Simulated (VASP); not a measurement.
# Cu (P6_3/mmc) in VASP: further runs, part 3 of 3

VASP 6.6.1. The steps go on from the part before.

### Step 5. Single point, PBEsol

This run uses another cell than the first one: it holds 4 atoms, not 6.

INCAR

```
  PREC = Accurate
  ENCUT = 520
  EDIFF = 1E-6
  ISMEAR = 0
  SIGMA = 0.1
  LREAL = F
  LASPH = T
  NELM = 80
  ALGO = Fast
  ISIF = 2
  LWAVE = F
  LCHARG = T
  GGA = PS
  LELF = T
  LVHAR = T
  NBANDS = 30
```

KPOINTS

```
regular mesh
0
Gamma
  30 30 10
```

POSCAR

```
Cu
1.0
    2.5213885043      0.0000000000      0.0000000000
   -1.2606942521      2.1835864975      0.0000000000
    0.0000000000      0.0000000000      8.2253915808
Cu
4
Direct
    0.0000000000      0.0000000000      0.0000000000
    0.3333333333      0.6666666667      0.2500000000
    0.0000000000      0.0000000000      0.5000000000
    0.6666666667      0.3333333333      0.7500000000
```

Potentials or basis: VASP PAW PBE potentials, release 64 (Cu).

The run is started by

```bash
> cat potpaw_PBE.64/Cu/POTCAR > POTCAR
> mpirun -np 1 vasp_std > vasp.out
```

OUTCAR:

```text
PREC = Accurate
   ENCUT = 520
   EDIFF = 1E-6
   ISMEAR = 0
   LREAL = F
   LASPH = T
   NELM = 80
   ISIF = 2
   GGA = PS

 ion  position               nearest neighbor table
   1  0.000  0.000  0.000-   2 2.52   4 2.52   2 2.52   4 2.52   4 2.52   2 2.52
   2  0.333  0.667  0.250-   1 2.52   3 2.52   1 2.52   3 2.52   1 2.52   3 2.52
   3  0.000  0.000  0.500-   2 2.52   4 2.52   2 2.52   4 2.52   4 2.52   2 2.52
   4  0.667  0.333  0.750-   1 2.52   3 2.52   1 2.52   3 2.52   1 2.52   3 2.52

  LATTYP: Found a hexagonal cell.
 ALAT       =     2.5213885043
 C/A-ratio  =     3.2622468004

  Lattice vectors:

 A1 = (   2.5213885043,   0.0000000000,   0.0000000000)
 A2 = (  -1.2606942521,   2.1835864975,   0.0000000000)
 A3 = (   0.0000000000,   0.0000000000,   8.2253915808)

Analysis of symmetry for initial positions (statically):
=====================================================================
 Subroutine PRICEL returns:
 Original cell was already a primitive cell.

 Routine SETGRP: Setting up the symmetry group for a
 hexagonal supercell.

 Subroutine GETGRP returns: Found 24 space group operations
 (whereof 12 operations were pure point group operations)
 out of a pool of 24 trial point group operations.

The static configuration has the point symmetry D_3d.
 The point group associated with its full space group is D_6h.

Analysis of symmetry for dynamics (positions and initial velocities):
=====================================================================
 Subroutine PRICEL returns:
 Original cell was already a primitive cell.

 Routine SETGRP: Setting up the symmetry group for a
 hexagonal supercell.

 Subroutine GETGRP returns: Found 24 space group operations
 (whereof 12 operations were pure point group operations)
 out of a pool of 24 trial point group operations.

The dynamic configuration has the point symmetry D_3d.
 The point group associated with its full space group is D_6h.

 Subroutine INISYM returns: Found 24 space group operations
 (whereof 12 operations are pure point group operations),
 and found     1 'primitive' translations

----------------------------------------------------------------------------------------

                                     Primitive cell

  volume of cell :      45.2863

  direct lattice vectors                    reciprocal lattice vectors
     2.521388504  0.000000000  0.000000000     0.396606869  0.228981083  0.000000000
    -1.260694252  2.183586497  0.000000000     0.000000000  0.457962165  0.000000000
     0.000000000  0.000000000  8.225391581     0.000000000  0.000000000  0.121574759

  length of vectors
     2.521388504  2.521388504  8.225391581     0.457962165  0.457962165  0.121574759

  position of ions in fractional coordinates (direct lattice)
     0.000000000  0.000000000  0.000000000
     0.333333333  0.666666667  0.250000000
     0.000000000  0.000000000  0.500000000
     0.666666667  0.333333333  0.750000000

  ion indices of the primitive-cell ions
   primitive index   ion index
                 1           1
                 2           2
                 3           3
                 4           4

----------------------------------------------------------------------------------------

 KPOINTS: regular mesh

Automatic generation of k-mesh.
 Grid dimensions read from file:
 generate k-points for:   30   30   10

 Generating k-lattice:

  Cartesian coordinates                     Fractional coordinates (reciprocal lattice)
     0.013220229  0.007632703  0.000000000     0.033333333  0.000000000  0.000000000
     0.000000000  0.015265406  0.000000000     0.000000000  0.033333333  0.000000000
     0.000000000  0.000000000  0.012157476     0.000000000  0.000000000  0.100000000

  Length of vectors
     0.015265406  0.015265406  0.012157476

  Shift w.r.t. Gamma in fractional coordinates (k-lattice)
     0.000000000  0.000000000  0.000000000

 Subroutine IBZKPT returns following result:
 ===========================================

 Found    546 irreducible k-points:

 Following reciprocal coordinates:
            Coordinates               Weight
  0.000000  0.000000  0.000000      1.000000
  0.033333  0.000000  0.000000      6.000000
  0.066667  0.000000  0.000000      6.000000
  0.100000  0.000000  0.000000      6.000000
  0.133333  0.000000  0.000000      6.000000
  0.166667  0.000000  0.000000      6.000000
[... 16 lines left out ...]
  0.233333  0.033333  0.000000     12.000000
  0.266667  0.033333  0.000000     12.000000
 [... further k-points ...]
   k-points           NKPTS =    546   k-points in BZ     NKDIM =    546   number of bands    NBANDS=     30
   number of dos      NEDOS =    301   number of ions     NIONS =      4
   total plane-waves  NPLWV =  25600
   dimension x,y,z NGX =    20 NGY =   20 NGZ =   64
   dimension x,y,z NGXF=    40 NGYF=   40 NGZF=  128
   ions per type =               4
   NGX,Y,Z   is equivalent  to a cutoff of  13.19, 13.19, 12.94 a.u.
   NGXF,Y,Z  is equivalent  to a cutoff of  26.37, 26.37, 25.87 a.u.
 SYSTEM =  unknown system
   PREC   = accura    normal or accurate (medium, high low for compatibility)
   ISTART =      0    job   : 0-new  1-cont  2-samecut
   ICHARG =      2    charge: 1-file 2-atom 10-const
   ISPIN  =      1    spin polarized calculation?
   LNONCOLLINEAR =      F non collinear calculations
   LSORBIT =      F    spin-orbit coupling
   LASPH  =      T    aspherical Exc in radial PAW
   ENCUT  =  520.0 eV  38.22 Ry    6.18 a.u.   4.69  4.69 15.29*2*pi/ulx,y,z
   NELM   =     80;   NELMIN=  2; NELMDL= -5     # of ELM steps
   EDIFF  = 0.1E-05   stopping-criterion for ELM
   LREAL  =      F    real-space projection
   EDIFFG = 0.1E-04   stopping-criterion for IOM
   NSW    =      0    number of steps for IOM
   IBRION =     -1    ionic relax: 0-MD 1-quasi-New 2-CG
   NFREE  =      0    steps in history (QN), initial steepest desc. (CG)
   ISIF   =      2    stress and relaxation
   ISYM   =      2    0-nonsym 1-usesym 2-fastsym
   POTIM  = 0.5000    time-step for ionic-motion
   TEBEG  =    0.0;   TEEND  =   0.0 temperature during run
   PSTRESS=    0.0 pullay stress
   NELECT =      44.0000    total number of electrons
   NUPDOWN=      -1.0000    fix difference up-down
   EMIN   =  10.00;   EMAX   =-10.00  energy-range for DOS
   EFERMI =   0.00;   METHOD = LEGACY
   ISMEAR =     0;   SIGMA  =   0.10  broadening in eV -4-tet -1-fermi 0-gaus
   EFERMI_NEDOS =   21; number of points for ismear=-14 and -15
   IALGO  =     68    algorithm
   IMIX   =      4    mixing-type and parameters
     AMIX     =   0.40;   BMIX     =  1.00
     AMIX_MAG =   1.60;   BMIX_MAG =  1.00
  volume/ion in A,a.u.               =      11.32        76.40
  Fermi-wavevector in a.u.,A,eV,Ry     =   1.621450  3.064096 35.771064  2.629099
  Thomas-Fermi vector in A             =   2.715224
   LORBIT       =      0    0 simple, 1 ext, 2 COOP (PROOUT), +10 PAW based schemes
   GGA     = PS    functional components
   LHFCALC =     F    Hartree Fock is set to
   AEXX    =    0.0000 exact exchange contribution
   IVDW    =     0    specifies the selected vdW correction
   LEPSILON=     F    determine dielectric tensor
   LRPA    =     F    only Hartree local field effects (RPA)
 non-spin polarized calculation
 RMM-DIIS sequential band-by-band and
 Gauss-broadening in eV      SIGMA  =   0.10
  energy-cutoff  :      520.00
  volume of cell :       45.29
 maximum number of plane-waves:      1242
 NGX is ok and might be reduce to    20

 number of electron      43.9999980 magnetization

 Free energy of the ion-electron system (eV)
  ---------------------------------------------------
  ext. energy  EPLUGINS =         0.00000000
  ---------------------------------------------------
  free energy    TOTEN  =       -17.22030276 eV

  energy without entropy =      -17.21520231  energy(sigma->0) =      -17.21775254

 E-fermi :   7.9373     XC(G=0): -13.1563

 val. band max:        7.9363858368   @ k =   0.4333   0.0667   0.4000
 cond. band min:       7.9386205390   @ k =   0.5000   0.0000   0.5000
 fundamental gap:      0.0022347022
 Fermi energy:         7.9373093552

 k-point     1 :       0.0000    0.0000    0.0000
  band No.  band energies     occupation
      1      -1.7827      2.00000
      2       0.4004      2.00000
      3       0.4055      2.00000
      4       2.5984      2.00000
      5       4.5027      2.00000
      6       4.5109      2.00000
[... 781 lines left out ...]
     29      22.6991      0.00000
     30      22.8339      0.00000

 [... further k-points ...]
[... 5 lines left out ...]
  --------------------------------------------------------------------------------------
  -------------------------------------------------------------------------------------
  Total        0.1166104      0.1166104      0.3466731      0.0000000      0.0000000     -0.0000000
  in kB        4.1255441      4.1255441     12.2648996      0.0000000      0.0000000     -0.0000000
  external PRESSURE =       6.8386626 kB  Pullay stress =       0.0000000 kB

 VOLUME and BASIS-vectors are now :
 -----------------------------------------------------------------------------
  energy-cutoff  :      520.00
  volume of cell :       45.29
      direct lattice vectors                 reciprocal lattice vectors
     2.521388504  0.000000000  0.000000000     0.396606869  0.228981083  0.000000000
    -1.260694252  2.183586497  0.000000000     0.000000000  0.457962165  0.000000000
     0.000000000  0.000000000  8.225391581     0.000000000  0.000000000  0.121574759

 POSITION                                       TOTAL-FORCE (eV/Angst)
 -----------------------------------------------------------------------------------
      0.00000      0.00000      0.00000         0.000000      0.000000      0.000000
     -0.00000      1.45572      2.05635        -0.000000      0.000000     -0.000000
      0.00000      0.00000      4.11270         0.000000      0.000000      0.000000
      1.26069      0.72786      6.16904         0.000000      0.000000     -0.000000
 -----------------------------------------------------------------------------------
    total drift:                                0.000000     -0.000000      0.000000

  FREE ENERGIE OF THE ION-ELECTRON SYSTEM (eV)
  ---------------------------------------------------
  free  energy   TOTEN  =       -17.2203027619 eV

  energy  without entropy=      -17.2152023096  energy(sigma->0) =      -17.21775254
```

OSZICAR:

```text
N       E                     dE             d eps       ncg     rms          rms(c)
DAV:   1     0.332916823082E+03    0.33292E+03   -0.19836E+04 35032   0.266E+03
DAV:   2     0.918471065208E+01   -0.32373E+03   -0.31134E+03 32760   0.394E+02
DAV:   3    -0.208503189475E+02   -0.30035E+02   -0.28446E+02 36132   0.167E+02
DAV:   4    -0.216202412034E+02   -0.76992E+00   -0.76841E+00 37804   0.360E+01
DAV:   5    -0.216309159715E+02   -0.10675E-01   -0.10674E-01 41292   0.417E+00    0.169E+01
RMM:   6    -0.186766181562E+02    0.29543E+01   -0.34425E+01 36182   0.880E+01    0.892E+00
RMM:   7    -0.172478686891E+02    0.14287E+01   -0.65864E+00 35581   0.411E+01    0.183E+00
RMM:   8    -0.172202700306E+02    0.27599E-01   -0.28192E-01 38220   0.363E+00    0.371E-01
RMM:   9    -0.172208084747E+02   -0.53844E-03   -0.45302E-02 38682   0.284E+00    0.209E-01
RMM:  10    -0.172200618388E+02    0.74664E-03   -0.10841E-02 38699   0.139E+00    0.793E-02
RMM:  11    -0.172203036042E+02   -0.24177E-03   -0.32864E-03 40791   0.601E-01    0.921E-02
RMM:  12    -0.172202608802E+02    0.42724E-04   -0.96533E-04 39504   0.303E-01    0.798E-03
RMM:  13    -0.172202944838E+02   -0.33604E-04   -0.33196E-04 41504   0.157E-01    0.463E-03
RMM:  14    -0.172203005064E+02   -0.60226E-05   -0.58685E-05 35896   0.684E-02    0.906E-03
RMM:  15    -0.172203019274E+02   -0.14210E-05   -0.26661E-05 35163   0.565E-02    0.164E-03
RMM:  16    -0.172203027619E+02   -0.83449E-06   -0.70052E-06 25588   0.171E-02
   1 F= -.17220303E+02 E0= -.17217753E+02  d E =-.510045E-02
```

stdout:

```text
POSCAR found type information on POSCAR Cu
 POSCAR found :  1 types and       4 ions
 scaLAPACK will be used
 -----------------------------------------------------------------------------
|                                                                             |
|                                                                             |
|     You enforced a specific xc type in the INCAR file but a different       |
|     I HOPE YOU KNOW WHAT YOU ARE DOING!                                     |
|                                                                             |
 -----------------------------------------------------------------------------

 LDA part: xc-table for (Slater+PW92), standard interpolation
 POSCAR, INCAR and KPOINTS ok, starting setup
 FFT: planning ... GRIDC
 FFT: planning ... GRID_SOFT
 FFT: planning ... GRID
 WAVECAR not read
 entering main loop
```

Wall time 5.9 min (1 thread of Intel Xeon 6975P-C (Granite Rapids), shared host); peak memory 0.59 GiB.

Results:

```yaml
Free_energy: -17.2203 eV
Pressure: 0.7 GPa
Band_gap_on_the_k_mesh: zero (band 22 reaches 11.34 eV, above the bottom of band 23 at 6.10 eV)
```

Stress tensor (GPa, compression positive):
```
0.41 0.00 0.00
0.00 0.41 0.00
0.00 0.00 1.23
```

Levels at points of the mesh, in eV from the Fermi level:
```tsv
k point	band 19	band 20	band 21	band 22	band 23	band 24	band 25	band 26
(0.00, 0.00, 0.00)	-2.19	-2.01	-2.01	-1.71	-1.71	-1.16	3.97	12.80
(0.50, 0.00, 0.00)	-1.57	-1.55	-0.73	0.32	0.97	1.55	4.77	4.78
(0.00, 0.00, 0.50)	-2.32	-2.32	-1.84	-1.84	-1.84	-1.84	7.13	7.13
(0.50, 0.00, 0.50)	-1.58	-1.58	0.00	0.00	1.35	1.35	5.26	5.26
```

Caveat: the PAW data sets were made with another functional, which shifts forces and pressure a little.

### Step 6. Summary

| task | cell | k mesh | cutoff (eV) | gap on the mesh (eV) | pressure (GPa) |
| --- | --- | --- | --- | --- | --- |
| single point | a = 2.521, b = 2.521, c = 12.339 Å, angles 90.0, 90.0, 120.0°, 6 atoms | 18 × 18 × 4 | 520 | none | 0.6 |
| relaxation of cell and atoms | relaxed from a = 2.521, b = 2.521, c = 8.233 Å, angles 90.0, 90.0, 120.0°, 4 atoms | 18 × 18 × 5 | 600 | none | -0.1 |
| single point | a = 2.519, b = 2.519, c = 16.486 Å, angles 90.0, 90.0, 120.0°, 8 atoms | 18 × 18 × 3 | 520 | none | 0.7 |
| single point | a = 2.521, b = 2.521, c = 8.225 Å, angles 90.0, 90.0, 120.0°, 4 atoms | 30 × 30 × 10 | 520 | none | 0.7 |

Alike in all rows: level PBEsol; potentials or basis VASP PAW PBE potentials, release 64 (Cu); no spin polarisation; smearing gaussian 0.1 eV.

Caveats: the PAW data sets were made with another functional, which shifts forces and pressure a little.

Absolute energies hang on the potentials; compare differences alone.
